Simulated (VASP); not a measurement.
W: single point with PBEsol

W:

```
W
1.0
     3.11232    0.00000    0.00000
    -1.55616    2.69535    0.00000
     0.00000    0.00000    5.32243
W
2
Direct
  0.66667 0.33333 0.75000
  0.33333 0.66667 0.25000
```

This cell differs from its parent crystal: Pt replaced by W, lengths x 1.115, strained.

```
Program                : VASP 6.6.1
Task                   : single point
Functional             : PBEsol
Potentials or basis    : VASP PAW PBE potentials, release 64 (W_sv)
Cutoff                 : 520 eV
k mesh                 : 15 × 15 × 8
Occupations            : gaussian, width 0.1 eV
Spin                   : no spin polarisation
Dipole correction      : no
Further INCAR settings : ALGO = Normal; EDIFF = 1e-07; NBANDS = 21
```

The pressure is -49.4 GPa. The band gap on the k mesh is zero (bands 14 and 15 overlap by 0.97 eV).

Stress tensor (GPa, compression positive):
```
-53.38   0.00   0.00
  0.00 -53.38   0.00
  0.00   0.00 -41.34
```

Levels at points of the mesh, in eV from the Fermi level:
```csv
k point,band 11,band 12,band 13,band 14,band 15,band 16,band 17,band 18
"(0.00, 0.00, 0.00)",-0.73,-0.21,-0.21,-0.16,0.20,0.20,1.15,1.15
"(0.00, 0.00, 0.50)",-1.23,-1.23,-0.23,-0.23,-0.23,-0.23,2.26,2.26
```

Run time: 2.1 min on 1 thread of Intel Xeon 8259CL, on a shared host, peak memory 0.23 GiB.

Caveat: the cell differs from its parent crystal (Pt replaced by W, lengths x 1.115, strained); the stress differs along the axes, from -53 to -41 GPa; the PAW data sets were made with another functional, which shifts forces and pressure a little; spin-orbit coupling is left out, which moves the levels of the heavy elements.
